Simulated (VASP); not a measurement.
# CdTe (F-43m) in VASP: a series of runs

CdTe is run at these levels: PBEsol; tasks: relaxation of cell and atoms.

All numbers are computed with VASP 6.6.1; they aren't measurements. Logs are shortened: lines on timing, memory, paths and dates and some standing lists are left out, and cuts for length are marked.

## 1. The cell of the first run

It takes space group F-43m (No. 216, cubic). The conventional cell has a = 6.489 Å, b = 6.489 Å, c = 6.489 Å, α = 90.00°, β = 90.00°, γ = 90.00°. Cd (site symmetry -43m) has 4 Te at 2.81 Å within 3.7 Å. Te (site symmetry -43m) has 4 Cd at 2.81 Å within 3.7 Å.

## 2. Relaxation of cell and atoms, PBEsol, target pressure 10 GPa, at which the enthalpy is minimised

The input, INCAR:

```
SYSTEM = CdTe
PREC     = Accurate       ! precision mode
ENCUT    = 600            ! plane-wave cutoff, eV
EDIFF    = 1E-7           ! SCF threshold, eV
ISMEAR   = 0              ! smearing method
SIGMA    = 0.01           ! smearing width, eV
LREAL    = .FALSE.        ! projectors in reciprocal space
LASPH    = .TRUE.         ! aspherical terms in the spheres
NELM     = 80             ! most SCF steps
ALGO     = Normal         ! electronic algorithm
ISIF     = 3              ! what is computed and relaxed
LWAVE    = .FALSE.        ! write WAVECAR
LCHARG   = .FALSE.        ! write CHGCAR
GGA      = PS             ! functional
IBRION   = 2              ! ionic algorithm
NSW      = 100            ! ionic steps
EDIFFG   = -0.002         ! ionic threshold
PSTRESS  = 100.0
```

The input, KPOINTS:

```
regular mesh
0
G
  6 6 6
  0 0 0
```

The input, POSCAR:

```
CdTe
1.0
    0.0000000000      3.2446940540      3.2446940540
    3.2446940540      0.0000000000      3.2446940540
    3.2446940540      3.2446940540      0.0000000000
Cd Te
1 1
Direct
    0.0000000000      0.0000000000      0.0000000000
    0.7500000000      0.7500000000      0.7500000000
```

Potentials or basis: VASP PAW PBE potentials, release 64 (Cd, Te).

On the command line:

```
cat potpaw_PBE.64/Cd/POTCAR potpaw_PBE.64/Te/POTCAR > POTCAR
mpirun -np 1 vasp_std > vasp.out
```

OUTCAR:

```text
SYSTEM = CdTe
   PREC = Accurate
   ENCUT = 600
   EDIFF = 1E-7
   ISMEAR = 0
   LREAL = .FALSE.
   LASPH = .TRUE.
   NELM = 80
   ISIF = 3
   GGA = PS
   IBRION = 2
   NSW = 100
   EDIFFG = -0.002
   PSTRESS = 100.0

 ion  position               nearest neighbor table
   1  0.000  0.000  0.000-   2 2.81   2 2.81   2 2.81   2 2.81
   2  0.750  0.750  0.750-   1 2.81   1 2.81   1 2.81   1 2.81

  LATTYP: Found a face centered cubic cell.
 ALAT       =     6.4893881080

  Lattice vectors:

 A1 = (   0.0000000000,   3.2446940540,   3.2446940540)
 A2 = (   3.2446940540,   0.0000000000,   3.2446940540)
 A3 = (   3.2446940540,   3.2446940540,   0.0000000000)

Analysis of symmetry for initial positions (statically):
=====================================================================
 Subroutine PRICEL returns:
 Original cell was already a primitive cell.

 Routine SETGRP: Setting up the symmetry group for a
 face centered cubic supercell.

 Subroutine GETGRP returns: Found 24 space group operations
 (whereof 24 operations were pure point group operations)
 out of a pool of 48 trial point group operations.

The static configuration has the point symmetry T_d .

Analysis of symmetry for dynamics (positions and initial velocities):
=====================================================================
 Subroutine PRICEL returns:
 Original cell was already a primitive cell.

 Routine SETGRP: Setting up the symmetry group for a
 face centered cubic supercell.

 Subroutine GETGRP returns: Found 24 space group operations
 (whereof 24 operations were pure point group operations)
 out of a pool of 48 trial point group operations.

The dynamic configuration has the point symmetry T_d .

 Subroutine INISYM returns: Found 24 space group operations
 (whereof 24 operations are pure point group operations),
 and found     1 'primitive' translations

----------------------------------------------------------------------------------------

                                     Primitive cell

  volume of cell :      68.3205

  direct lattice vectors                    reciprocal lattice vectors
     0.000000000  3.244694054  3.244694054    -0.154097734  0.154097734  0.154097734
     3.244694054  0.000000000  3.244694054     0.154097734 -0.154097734  0.154097734
     3.244694054  3.244694054  0.000000000     0.154097734  0.154097734 -0.154097734

  length of vectors
     4.588690337  4.588690337  4.588690337     0.266905104  0.266905104  0.266905104

  position of ions in fractional coordinates (direct lattice)
     0.000000000  0.000000000  0.000000000
     0.750000000  0.750000000  0.750000000

  ion indices of the primitive-cell ions
   primitive index   ion index
                 1           1
                 2           2

----------------------------------------------------------------------------------------

 KPOINTS: regular mesh

Automatic generation of k-mesh.
 Grid dimensions read from file:
 generate k-points for:    6    6    6

 Generating k-lattice:

  Cartesian coordinates                     Fractional coordinates (reciprocal lattice)
    -0.025682956  0.025682956  0.025682956     0.166666667  0.000000000  0.000000000
     0.025682956 -0.025682956  0.025682956     0.000000000  0.166666667  0.000000000
     0.025682956  0.025682956 -0.025682956     0.000000000  0.000000000  0.166666667

  Length of vectors
     0.044484184  0.044484184  0.044484184

  Shift w.r.t. Gamma in fractional coordinates (k-lattice)
     0.000000000  0.000000000  0.000000000

 Subroutine IBZKPT returns following result:
 ===========================================

 Found     16 irreducible k-points:

 Following reciprocal coordinates:
            Coordinates               Weight
  0.000000  0.000000  0.000000      1.000000
  0.166667  0.000000  0.000000      8.000000
  0.333333  0.000000  0.000000      8.000000
  0.500000  0.000000  0.000000      4.000000
  0.166667  0.166667  0.000000      6.000000
  0.333333  0.166667  0.000000     24.000000
[... 8 lines left out ...]
 -0.333333  0.333333  0.166667     24.000000
 -0.333333  0.500000  0.166667     12.000000
   k-points           NKPTS =     16   k-points in BZ     NKDIM =     16   number of bands    NBANDS=     13
   number of dos      NEDOS =    301   number of ions     NIONS =      2
   total plane-waves  NPLWV =  64000
   dimension x,y,z NGX =    40 NGY =   40 NGZ =   40
   dimension x,y,z NGXF=    80 NGYF=   80 NGZF=   80
   ions per type =               1   1
   NGX,Y,Z   is equivalent  to a cutoff of  14.49, 14.49, 14.49 a.u.
   NGXF,Y,Z  is equivalent  to a cutoff of  28.98, 28.98, 28.98 a.u.
 SYSTEM =  CdTe
   PREC   = accura    normal or accurate (medium, high low for compatibility)
   ISTART =      0    job   : 0-new  1-cont  2-samecut
   ICHARG =      2    charge: 1-file 2-atom 10-const
   ISPIN  =      1    spin polarized calculation?
   LNONCOLLINEAR =      F non collinear calculations
   LSORBIT =      F    spin-orbit coupling
   LASPH  =      T    aspherical Exc in radial PAW
   ENCUT  =  600.0 eV  44.10 Ry    6.64 a.u.   9.16  9.16  9.16*2*pi/ulx,y,z
   NELM   =     80;   NELMIN=  2; NELMDL= -5     # of ELM steps
   EDIFF  = 0.1E-06   stopping-criterion for ELM
   LREAL  =      F    real-space projection
   EDIFFG = -.2E-02   stopping-criterion for IOM
   NSW    =    100    number of steps for IOM
   IBRION =      2    ionic relax: 0-MD 1-quasi-New 2-CG
   NFREE  =      1    steps in history (QN), initial steepest desc. (CG)
   ISIF   =      3    stress and relaxation
   ISYM   =      2    0-nonsym 1-usesym 2-fastsym
   POTIM  = 0.5000    time-step for ionic-motion
   TEBEG  =    0.0;   TEEND  =   0.0 temperature during run
   PSTRESS=  100.0 pullay stress
   NELECT =      18.0000    total number of electrons
   NUPDOWN=      -1.0000    fix difference up-down
   EMIN   =  10.00;   EMAX   =-10.00  energy-range for DOS
   EFERMI =   0.00;   METHOD = LEGACY
   ISMEAR =     0;   SIGMA  =   0.01  broadening in eV -4-tet -1-fermi 0-gaus
   EFERMI_NEDOS =   21; number of points for ismear=-14 and -15
   IALGO  =     38    algorithm
   IMIX   =      4    mixing-type and parameters
     AMIX     =   0.40;   BMIX     =  1.00
     AMIX_MAG =   1.60;   BMIX_MAG =  1.00
  volume/ion in A,a.u.               =      34.16       230.52
  Fermi-wavevector in a.u.,A,eV,Ry     =   1.049499  1.983265 14.986104  1.101448
  Thomas-Fermi vector in A             =   2.184464
   LORBIT       =      0    0 simple, 1 ext, 2 COOP (PROOUT), +10 PAW based schemes
   GGA     = PS    functional components
   LHFCALC =     F    Hartree Fock is set to
   AEXX    =    0.0000 exact exchange contribution
   IVDW    =     0    specifies the selected vdW correction
   LEPSILON=     F    determine dielectric tensor
   LRPA    =     F    only Hartree local field effects (RPA)
 conjugate gradient relaxation of ions
 non-spin polarized calculation
 Gauss-broadening in eV      SIGMA  =   0.01
  energy-cutoff  :      600.00
  volume of cell :       68.32
 maximum number of plane-waves:      2301
 NGX is ok and might be reduce to    40
   NGX = 19   NGY = 19   NGZ = 19

--------------------------------------- Ionic step        1  -------------------------------------------

 number of electron      17.9999998 magnetization

 Free energy of the ion-electron system (eV)
  ---------------------------------------------------
  ext. energy  EPLUGINS =         0.00000000
  ---------------------------------------------------
  free energy    TOTEN  =        -5.48346621 eV

  energy without entropy =       -5.48346621  energy(sigma->0) =       -5.48346621

------------------------ aborting loop because EDIFF is reached ----------------------------------------

  FORCE on cell =-STRESS in cart. coord.  units (eV):
  Direction    XX          YY          ZZ          XY          YZ          ZX
  --------------------------------------------------------------------------------------
  -------------------------------------------------------------------------------------
  Total        0.0593605      0.0593605      0.0593605     -0.0000000     -0.0000000     -0.0000000
  in kB        1.3920554      1.3920554      1.3920554     -0.0000000     -0.0000000     -0.0000000
  external PRESSURE =     -98.6079446 kB  Pullay stress =     100.0000000 kB
[... 23 lines left out ...]
  enthalpy is  TOTEN    =        -1.2192357063 eV   P V=        4.2642304993

--------------------------------------- Ionic step        2  -------------------------------------------

 number of electron      18.0000001 magnetization

 E-fermi :   5.8832     XC(G=0): -10.2588

 val. band max:        5.7809617404   @ k =   0.0000   0.0000   0.0000
 cond. band min:       7.3626954785   @ k =   0.5000   0.5000   0.0000
 fundamental gap:      1.5817337380
 Fermi energy:         5.8832042113

 k-point     1 :       0.0000    0.0000    0.0000
  band No.  band energies     occupation
      1      -7.8595      2.00000
      2      -4.2246      2.00000
      3      -4.2246      2.00000
      4      -4.2246      2.00000
      5      -3.6468      2.00000
      6      -3.6468      2.00000
      7       5.7810      2.00000
      8       5.7810      2.00000
      9       5.7810      2.00000
     10       7.4067      0.00000
     11       9.8864      0.00000
     12       9.8864      0.00000
     13       9.8864      0.00000
[... 425 lines left out ...]
  enthalpy is  TOTEN    =        -1.5741354815 eV   P V=        3.6432357483

--------------------------------------- Ionic step        7  -------------------------------------------

 number of electron      18.0000002 magnetization

 Free energy of the ion-electron system (eV)
  ---------------------------------------------------
  ext. energy  EPLUGINS =         0.00000000
  ---------------------------------------------------
  free energy    TOTEN  =        -5.20866153 eV

  energy without entropy =       -5.20866153  energy(sigma->0) =       -5.20866153

 E-fermi :   3.8305     XC(G=0):  -9.4891

 val. band max:        3.7878052435   @ k =   0.0000   0.0000   0.0000
 cond. band min:       4.9250929011   @ k =   0.0000   0.0000   0.0000
 fundamental gap:      1.1372876576
 Fermi energy:         3.8305373049

 k-point     1 :       0.0000    0.0000    0.0000
  band No.  band energies     occupation
      1      -8.4613      2.00000
      2      -5.1650      2.00000
      3      -5.1650      2.00000
      4      -5.1650      2.00000
      5      -4.7651      2.00000
      6      -4.7651      2.00000
      7       3.7878      2.00000
      8       3.7878      2.00000
      9       3.7878      2.00000
     10       4.9251      0.00000
     11       8.1708      0.00000
     12       8.1708      0.00000
     13       8.1708      0.00000
[... 267 lines left out ...]
  FREE ENERGIE OF THE ION-ELECTRON SYSTEM (eV)
  ---------------------------------------------------
  free  energy   TOTEN  =        -5.2086615256 eV

  energy  without entropy=       -5.2086615256  energy(sigma->0) =       -5.20866153

  enthalpy is  TOTEN    =        -1.5742245679 eV   P V=        3.6344369577

 reached required accuracy - stopping structural energy minimisation
```

It took 1.8 min on 1 thread of Intel Xeon 6975P-C (Granite Rapids), shared host; peak memory 0.24 GiB.

Results:

* Free energy: -5.2087 eV
* Relaxed volume: 29.12 Å³/atom
* Relaxed cell: a = 4.351 Å, b = 4.351 Å, c = 4.351 Å, α = 60.00°, β = 60.00°, γ = 60.00°
* Space group after relaxing (to 0.05 Å): F-43m (No. 216)
* Energy change on relaxing (the enthalpy is what falls): +137.4 meV/atom
* Ionic steps: 7
* Pressure after relaxing: 10.0 GPa
* Band gap on the k mesh: 1.14 eV, direct

The path:
```tsv
step	energy change (eV)	largest force (eV/Å)	pressure (GPa)	volume (Å³)
1	0.0000	0.0000	0.14	68.32
2	1.2675	0.0000	29.23	49.57
3	0.2569	0.0000	9.58	58.52
4	0.2713	0.0000	9.92	58.29
5	0.2833	0.0000	10.20	58.10
6	0.2661	0.0000	9.80	58.37
7	0.2748	0.0000	10.00	58.23
```

Final structure:
```
Cd Te
1.0
     0.00000    3.07637    3.07637
     3.07637    0.00000    3.07637
     3.07637    3.07637    0.00000
Cd Te
1 1
Direct
  0.00000 0.00000 0.00000
  0.75000 0.75000 0.75000
```

Levels at points of the mesh, in eV from the valence-band top:
| k point | band 7 | band 8 | band 9 | band 10 | band 11 | band 12 |
| --- | --- | --- | --- | --- | --- | --- |
| (0.00, 0.00, 0.00) | 0.00 | 0.00 | 0.00 | 1.14 | 4.38 | 4.38 |
| (0.50, 0.00, 0.00) | -5.48 | -1.05 | -1.05 | 1.86 | 5.02 | 5.02 |
| (0.50, 0.50, 0.00) | -5.18 | -2.50 | -2.50 | 2.09 | 2.47 | 9.65 |

Caveat: the cell is relaxed towards a set pressure, so the enthalpy falls and the energy may rise; the PAW data sets were made with another functional, which shifts forces and pressure a little; spin-orbit coupling is left out, which moves the levels of the heavy elements. PBEsol gaps usually lie below the measured ones, often by a third to a half.

## 3. Relaxation of cell and atoms, PBEsol, target pressure 15 GPa, at which the enthalpy is minimised

The input, INCAR:

```
PREC     = Accurate       # precision mode
ENCUT    = 600            # plane-wave cutoff, eV
EDIFF    = 1E-7           # SCF threshold, eV
ISMEAR   = 0              # smearing method
SIGMA    = 0.01           # smearing width, eV
LREAL    = F              # projectors in reciprocal space
LASPH    = T              # aspherical terms in the spheres
NELM     = 80             # most SCF steps
ALGO     = Normal         # electronic algorithm
ISIF     = 3              # what is computed and relaxed
LWAVE    = F              # write WAVECAR
LCHARG   = F              # write CHGCAR
GGA      = PS             # functional
IBRION   = 2              # ionic algorithm
NSW      = 100            # ionic steps
EDIFFG   = -0.002         # ionic threshold
PSTRESS  = 150.0
```

The input, KPOINTS:

```
regular mesh
0
Gamma
  6 6 6
```

POSCAR is that of step 2.

Potentials or basis: VASP PAW PBE potentials, release 64 (Cd, Te).

On the command line:

```
cat potpaw_PBE.64/Cd/POTCAR potpaw_PBE.64/Te/POTCAR > POTCAR
mpirun -np 1 vasp_std > vasp.out
```

It took 1.7 min on 1 thread of Intel Xeon 6975P-C (Granite Rapids), shared host; peak memory 0.24 GiB.

Results (log left out):

```yaml
Free_energy: -4.9779 eV
Relaxed_volume: 27.62 Å³/atom
Relaxed_cell: a = 4.275 Å, b = 4.275 Å, c = 4.275 Å, α = 60.00°, β = 60.00°, γ = 60.00°
Space_group_after_relaxing_to_0.05_Å: F-43m (No. 216)
Energy_change_on_relaxing_the_enthalpy_is_what_falls: +252.8 meV/atom
Ionic_steps: 5
Pressure_after_relaxing: 15.0 GPa
Band_gap_on_the_k_mesh: 1.30 eV, direct
```

Step by step:
```
step  energy change (eV)  largest force (eV/Å)  pressure (GPa)  volume (Å³)
   1              0.0000                0.0000            0.14        68.32
   2              3.5934                0.0000           68.85        41.54
   3              0.4298                0.0000           13.45        56.10
   4              0.4820                0.0000           14.53        55.50
   5              0.5056                0.0000           15.01        55.25
```

Final structure:
```
CELL_PARAMETERS angstrom
0.00000 3.02292 3.02292
3.02292 0.00000 3.02292
3.02292 3.02292 0.00000
ATOMIC_POSITIONS crystal
Cd 0.00000 0.00000 0.00000
Te 0.75000 0.75000 0.75000
```

Levels at points of the mesh, in eV from the valence-band top:
| k point | band 7 | band 8 | band 9 | band 10 | band 11 | band 12 |
| --- | --- | --- | --- | --- | --- | --- |
| (0.00, 0.00, 0.00) | 0.00 | 0.00 | 0.00 | 1.30 | 4.31 | 4.31 |
| (0.50, 0.00, 0.00) | -5.88 | -1.16 | -1.16 | 1.89 | 4.96 | 4.96 |
| (0.50, 0.50, 0.00) | -5.50 | -2.74 | -2.74 | 1.93 | 2.38 | 10.00 |

Caveat: the cell is relaxed towards a set pressure, so the enthalpy falls and the energy may rise; the volume moved by over 15 % at a fixed basis, so the end points are rough; the PAW data sets were made with another functional, which shifts forces and pressure a little; spin-orbit coupling is left out, which moves the levels of the heavy elements. PBEsol gaps usually lie below the measured ones, often by a third to a half.
